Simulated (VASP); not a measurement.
# NaLa3 (Pm-3m) in VASP: single point with PBE

Aim: the single point of NaLa3 with PBE.

All numbers are computed with VASP 6.6.1; they aren't measurements. Logs are shortened: lines on timing, memory, paths and dates and some standing lists are left out, and cuts for length are marked.

## (1) The cell of the first run

The structure is cubic, space group Pm-3m (No. 221). The conventional cell has a = 5.260 Å, b = 5.260 Å, c = 5.260 Å, α = 90.00°, β = 90.00°, γ = 90.00°. Na (site symmetry m-3m) has 12 La at 3.72 Å within 4.9 Å. La (site symmetry 4/mmm) has 4 Na at 3.72 Å and 8 La at 3.72 Å within 4.9 Å.

## (2) Single point, PBE

INCAR

```
ALGO = Normal
EDIFF = 1E-6
ENCUT = 1130
GGA = PE
GGA_COMPAT = F
ISIF = 2
ISMEAR = -1
LASPH = T
LCHARG = F
LMAXMIX = 6
LREAL = F
LWAVE = F
NBANDS = 29
NELM = 200
PREC = Accurate
SIGMA = 0.1
```

KPOINTS

```
k-points
0
Gamma
  4 4 4
```

POSCAR

```
NaLa3
1.0
    5.2598714395      0.0000000000      0.0000000000
    0.0000000000      5.2598714395      0.0000000000
    0.0000000000      0.0000000000      5.2598714395
Na La
1 3
Direct
    0.0000000000      0.0000000000      0.0000000000
    0.5000000000      0.0000000000      0.5000000000
    0.0000000000      0.5000000000      0.5000000000
    0.5000000000      0.5000000000      0.0000000000
```

Potentials or basis: VASP PAW PBE potentials, release 64 (Na_sv, La).

Started as:

```console
cat potpaw_PBE.64/Na_sv/POTCAR potpaw_PBE.64/La/POTCAR > POTCAR
mpirun -np 1 vasp_std > vasp.out
```

OUTCAR:

```text
EDIFF = 1E-6
   ENCUT = 1130
   GGA = PE
   ISIF = 2
   ISMEAR = -1
   LASPH = T
   LREAL = F
   NELM = 200
   PREC = Accurate

 ion  position               nearest neighbor table
   1  0.000  0.000  0.000-
   2  0.500  0.000  0.500-
   3  0.000  0.500  0.500-
   4  0.500  0.500  0.000-

  LATTYP: Found a simple cubic cell.
 ALAT       =     5.2598714395

  Lattice vectors:

 A1 = (   5.2598714395,   0.0000000000,   0.0000000000)
 A2 = (   0.0000000000,   5.2598714395,   0.0000000000)
 A3 = (   0.0000000000,   0.0000000000,   5.2598714395)

Analysis of symmetry for initial positions (statically):
=====================================================================
 Subroutine PRICEL returns:
 Original cell was already a primitive cell.

 Routine SETGRP: Setting up the symmetry group for a
 simple cubic supercell.

 Subroutine GETGRP returns: Found 48 space group operations
 (whereof 48 operations were pure point group operations)
 out of a pool of 48 trial point group operations.

The static configuration has the point symmetry O_h .

Analysis of symmetry for dynamics (positions and initial velocities):
=====================================================================
 Subroutine PRICEL returns:
 Original cell was already a primitive cell.

 Routine SETGRP: Setting up the symmetry group for a
 simple cubic supercell.

 Subroutine GETGRP returns: Found 48 space group operations
 (whereof 48 operations were pure point group operations)
 out of a pool of 48 trial point group operations.

The dynamic configuration has the point symmetry O_h .

 Subroutine INISYM returns: Found 48 space group operations
 (whereof 48 operations are pure point group operations),
 and found     1 'primitive' translations

----------------------------------------------------------------------------------------

                                     Primitive cell

  volume of cell :     145.5209

  direct lattice vectors                    reciprocal lattice vectors
     5.259871440  0.000000000  0.000000000     0.190118715  0.000000000  0.000000000
     0.000000000  5.259871440  0.000000000     0.000000000  0.190118715  0.000000000
     0.000000000  0.000000000  5.259871440     0.000000000  0.000000000  0.190118715

  length of vectors
     5.259871440  5.259871440  5.259871440     0.190118715  0.190118715  0.190118715

  position of ions in fractional coordinates (direct lattice)
     0.000000000  0.000000000  0.000000000
     0.500000000  0.000000000  0.500000000
     0.000000000  0.500000000  0.500000000
     0.500000000  0.500000000  0.000000000

  ion indices of the primitive-cell ions
   primitive index   ion index
                 1           1
                 2           2
                 3           3
                 4           4

----------------------------------------------------------------------------------------

 KPOINTS: k-points

Automatic generation of k-mesh.
 Grid dimensions read from file:
 generate k-points for:    4    4    4

 Generating k-lattice:

  Cartesian coordinates                     Fractional coordinates (reciprocal lattice)
     0.047529679  0.000000000  0.000000000     0.250000000  0.000000000  0.000000000
     0.000000000  0.047529679  0.000000000     0.000000000  0.250000000  0.000000000
     0.000000000  0.000000000  0.047529679     0.000000000  0.000000000  0.250000000

  Length of vectors
     0.047529679  0.047529679  0.047529679

  Shift w.r.t. Gamma in fractional coordinates (k-lattice)
     0.000000000  0.000000000  0.000000000

 Subroutine IBZKPT returns following result:
 ===========================================

 Found     10 irreducible k-points:

 Following reciprocal coordinates:
            Coordinates               Weight
  0.000000  0.000000  0.000000      1.000000
  0.250000  0.000000  0.000000      6.000000
  0.500000  0.000000  0.000000      3.000000
  0.250000  0.250000  0.000000     12.000000
  0.500000  0.250000  0.000000     12.000000
  0.500000  0.500000  0.000000      3.000000
  0.250000  0.250000  0.250000      8.000000
  0.500000  0.250000  0.250000     12.000000
  0.500000  0.500000  0.250000      6.000000
  0.500000  0.500000  0.500000      1.000000
   k-points           NKPTS =     10   k-points in BZ     NKDIM =     10   number of bands    NBANDS=     29
   number of dos      NEDOS =    301   number of ions     NIONS =      4
   total plane-waves  NPLWV = 216000
   dimension x,y,z NGX =    60 NGY =   60 NGZ =   60
   dimension x,y,z NGXF=   120 NGYF=  120 NGZF=  120
   ions per type =               1   3
   NGX,Y,Z   is equivalent  to a cutoff of  18.96, 18.96, 18.96 a.u.
   NGXF,Y,Z  is equivalent  to a cutoff of  37.93, 37.93, 37.93 a.u.
 SYSTEM =  unknown system
   PREC   = accura    normal or accurate (medium, high low for compatibility)
   ISTART =      0    job   : 0-new  1-cont  2-samecut
   ICHARG =      2    charge: 1-file 2-atom 10-const
   ISPIN  =      1    spin polarized calculation?
   LNONCOLLINEAR =      F non collinear calculations
   LSORBIT =      F    spin-orbit coupling
   LASPH  =      T    aspherical Exc in radial PAW
   ENCUT  = 1130.0 eV  83.05 Ry    9.11 a.u.  14.42 14.42 14.42*2*pi/ulx,y,z
   NELM   =    200;   NELMIN=  2; NELMDL= -5     # of ELM steps
   EDIFF  = 0.1E-05   stopping-criterion for ELM
   LREAL  =      F    real-space projection
   EDIFFG = 0.1E-04   stopping-criterion for IOM
   NSW    =      0    number of steps for IOM
   IBRION =     -1    ionic relax: 0-MD 1-quasi-New 2-CG
   NFREE  =      0    steps in history (QN), initial steepest desc. (CG)
   ISIF   =      2    stress and relaxation
   ISYM   =      2    0-nonsym 1-usesym 2-fastsym
   POTIM  = 0.5000    time-step for ionic-motion
   TEBEG  =    0.0;   TEEND  =   0.0 temperature during run
   PSTRESS=    0.0 pullay stress
   NELECT =      42.0000    total number of electrons
   NUPDOWN=      -1.0000    fix difference up-down
   EMIN   =  10.00;   EMAX   =-10.00  energy-range for DOS
   EFERMI =   0.00;   METHOD = LEGACY
   ISMEAR =    -1;   SIGMA  =   0.10  broadening in eV -4-tet -1-fermi 0-gaus
   EFERMI_NEDOS =   21; number of points for ismear=-14 and -15
   IALGO  =     38    algorithm
   IMIX   =      4    mixing-type and parameters
     AMIX     =   0.40;   BMIX     =  1.00
     AMIX_MAG =   1.60;   BMIX_MAG =  1.00
  volume/ion in A,a.u.               =      36.38       245.51
  Fermi-wavevector in a.u.,A,eV,Ry     =   1.081889  2.044474 15.925406  1.170484
  Thomas-Fermi vector in A             =   2.217917
   LORBIT       =      0    0 simple, 1 ext, 2 COOP (PROOUT), +10 PAW based schemes
   GGA     = PE    functional components
   LHFCALC =     F    Hartree Fock is set to
   AEXX    =    0.0000 exact exchange contribution
   IVDW    =     0    specifies the selected vdW correction
   LEPSILON=     F    determine dielectric tensor
   LRPA    =     F    only Hartree local field effects (RPA)
 non-spin polarized calculation
  energy-cutoff  :     1130.00
  volume of cell :      145.52
 maximum number of plane-waves:     12577
 NGX is ok and might be reduce to    60
   NGX = 29   NGY = 29   NGZ = 29

 number of electron      42.0000002 magnetization

 Free energy of the ion-electron system (eV)
  ---------------------------------------------------
  ext. energy  EPLUGINS =         0.00000000
  ---------------------------------------------------
  free energy    TOTEN  =       -15.21744120 eV

  energy without entropy =      -14.99263253  energy(sigma->0) =      -15.10503687

 E-fermi :   6.0852     XC(G=0):  -8.9485

 val. band max:        5.9716005049   @ k =   0.2500   0.2500   0.0000
 cond. band min:       6.0914129941   @ k =   0.5000   0.2500   0.0000
 fundamental gap:      0.1198124892
 Fermi energy:         6.0851979497

 k-point     1 :       0.0000    0.0000    0.0000
  band No.  band energies     occupation
      1     -45.6122      2.00000
      2     -26.8809      2.00000
      3     -26.6737      2.00000
      4     -26.6737      2.00000
      5     -17.5463      2.00000
      6     -17.5463      2.00000
[... 21 lines left out ...]
     28       7.7645      0.00000
     29       7.7799      0.00000

 k-point     2 :       0.2500    0.0000    0.0000
  band No.  band energies     occupation
      1     -45.6122      2.00000
      2     -26.8549      2.00000
      3     -26.7004      2.00000
      4     -26.6733      2.00000
      5     -17.5463      2.00000
      6     -17.5463      2.00000
[... 21 lines left out ...]
     28       7.5885      0.00000
     29       7.7583      0.00000

 k-point     3 :       0.5000    0.0000    0.0000
  band No.  band energies     occupation
      1     -45.6122      2.00000
      2     -26.8125      2.00000
      3     -26.7434      2.00000
      4     -26.6730      2.00000
      5     -17.5461      2.00000
      6     -17.5461      2.00000
[... 21 lines left out ...]
     28       7.4610      0.00000
     29       7.6231      0.00000

 k-point     4 :       0.2500    0.2500    0.0000
  band No.  band energies     occupation
      1     -45.6122      2.00000
      2     -26.8316      2.00000
      3     -26.7083      2.00000
      4     -26.6885      2.00000
      5     -17.5464      2.00000
      6     -17.5461      2.00000
[... 21 lines left out ...]
     28       7.6191      0.00000
     29       7.7659      0.00000

 k-point     5 :       0.5000    0.2500    0.0000
  band No.  band energies     occupation
      1     -45.6122      2.00000
      2     -26.7920      2.00000
      3     -26.7429      2.00000
      4     -26.6933      2.00000
      5     -17.5463      2.00000
      6     -17.5462      2.00000
[... 21 lines left out ...]
     28       7.5363      0.00000
     29       7.7198      0.00000

 k-point     6 :       0.5000    0.5000    0.0000
  band No.  band energies     occupation
      1     -45.6122      2.00000
      2     -26.7427      2.00000
      3     -26.7425      2.00000
      4     -26.7425      2.00000
      5     -17.5465      2.00000
      6     -17.5465      2.00000
[... 21 lines left out ...]
     28       7.4527      0.00000
     29       7.6534      0.00000

 k-point     7 :       0.2500    0.2500    0.2500
  band No.  band energies     occupation
      1     -45.6122      2.00000
      2     -26.8120      2.00000
      3     -26.7079      2.00000
      4     -26.7079      2.00000
      5     -17.5465      2.00000
      6     -17.5465      2.00000
[... 21 lines left out ...]
     28       7.6468      0.00000
     29       7.7195      0.00000

 k-point     8 :       0.5000    0.2500    0.2500
  band No.  band energies     occupation
      1     -45.6122      2.00000
      2     -26.7773      2.00000
      3     -26.7424      2.00000
      4     -26.7075      2.00000
      5     -17.5466      2.00000
      6     -17.5465      2.00000
[... 21 lines left out ...]
     28       7.7012      0.00000
     29       7.7360      0.00000

 k-point     9 :       0.5000    0.5000    0.2500
  band No.  band energies     occupation
      1     -45.6122      2.00000
      2     -26.7421      2.00000
      3     -26.7420      2.00000
      4     -26.7420      2.00000
      5     -17.5468      2.00000
      6     -17.5468      2.00000
[... 21 lines left out ...]
     28       7.5197      0.00000
     29       7.7185      0.00000

 k-point    10 :       0.5000    0.5000    0.5000
  band No.  band energies     occupation
      1     -45.6122      2.00000
      2     -26.7415      2.00000
      3     -26.7415      2.00000
      4     -26.7415      2.00000
      5     -17.5471      2.00000
      6     -17.5471      2.00000
[... 21 lines left out ...]
     28       7.5841      0.00000
     29       7.5932      0.00000

------------------------ aborting loop because EDIFF is reached ----------------------------------------

  FORCE on cell =-STRESS in cart. coord.  units (eV):
  Direction    XX          YY          ZZ          XY          YZ          ZX
  --------------------------------------------------------------------------------------
  -------------------------------------------------------------------------------------
  Total       -0.0032280     -0.0032280     -0.0032280     -0.0000000      0.0000000     -0.0000000
  in kB       -0.0355406     -0.0355406     -0.0355406     -0.0000000      0.0000000     -0.0000000
  external PRESSURE =      -0.0355406 kB  Pullay stress =       0.0000000 kB

 VOLUME and BASIS-vectors are now :
 -----------------------------------------------------------------------------
  energy-cutoff  :     1130.00
  volume of cell :      145.52
      direct lattice vectors                 reciprocal lattice vectors
     5.259871440  0.000000000  0.000000000     0.190118715  0.000000000  0.000000000
     0.000000000  5.259871440  0.000000000     0.000000000  0.190118715  0.000000000
     0.000000000  0.000000000  5.259871440     0.000000000  0.000000000  0.190118715

 POSITION                                       TOTAL-FORCE (eV/Angst)
 -----------------------------------------------------------------------------------
      0.00000      0.00000      0.00000         0.000000      0.000000      0.000000
      2.62994      0.00000      2.62994         0.000000      0.000000      0.000000
      0.00000      2.62994      2.62994         0.000000      0.000000      0.000000
      2.62994      2.62994      0.00000         0.000000      0.000000      0.000000
 -----------------------------------------------------------------------------------
    total drift:                               -0.000000      0.000000     -0.000000

  FREE ENERGIE OF THE ION-ELECTRON SYSTEM (eV)
  ---------------------------------------------------
  free  energy   TOTEN  =       -15.2174411981 eV

  energy  without entropy=      -14.9926325321  energy(sigma->0) =      -15.10503687
```

It took 1.9 min on 1 thread of AMD EPYC 9R45 (Zen 5), shared host; peak memory 0.55 GiB.

What came out:

```
Free energy            : -15.2174 eV
Pressure               : 0.0 GPa
Band gap on the k mesh : zero (bands 21 and 22 overlap by 1.89 eV)
```

Caveat: spin-orbit coupling is left out, which moves the levels of the heavy elements.

The gap in the log of VASP goes by the Fermi energy; the results here count the filled bands.